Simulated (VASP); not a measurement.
Input of a VASP 6.6.1 run:

File INCAR:

```
ALGO = Normal
EDIFF = 1E-7
EDIFFG = -0.002
ENCUT = 750
GGA = PS
GGA_COMPAT = F
IBRION = 2
ISIF = 3
ISMEAR = 0
LASPH = T
LCHARG = F
LREAL = F
LWAVE = F
NELM = 120
NELMIN = 4
NSW = 100
PREC = Accurate
PSTRESS = 150.0
SIGMA = 0.01
```

File KPOINTS:

```
k-points
0
Gamma
  8 8 8
```

Contents of POSCAR:

```
LiBr
1.0
    0.0000000000      2.7061276536      2.7061276536
    2.7061276536      0.0000000000      2.7061276536
    2.7061276536      2.7061276536      0.0000000000
Li Br
1 1
Direct
    0.0000000000      0.0000000000      0.0000000000
    0.5000000000      0.5000000000      0.5000000000
```

Potentials or basis: VASP PAW PBE potentials, release 64 (Li_sv, Br).

Command:

```console
$ cat potpaw_PBE.64/Li_sv/POTCAR potpaw_PBE.64/Br/POTCAR > POTCAR
$ mpirun -np 1 vasp_std > vasp.out
```

(1) Estimate the band gap on the k mesh.

(2) Predict the relaxed cell.

Results:

(1) 5.56 eV, indirect (least direct gap 6.02 eV).

(2) a = 3.485 Å, b = 3.485 Å, c = 3.485 Å, α = 60.00°, β = 60.00°, γ = 60.00°.

Caveat: the cell is relaxed towards a set pressure, so the enthalpy falls and the energy may rise.
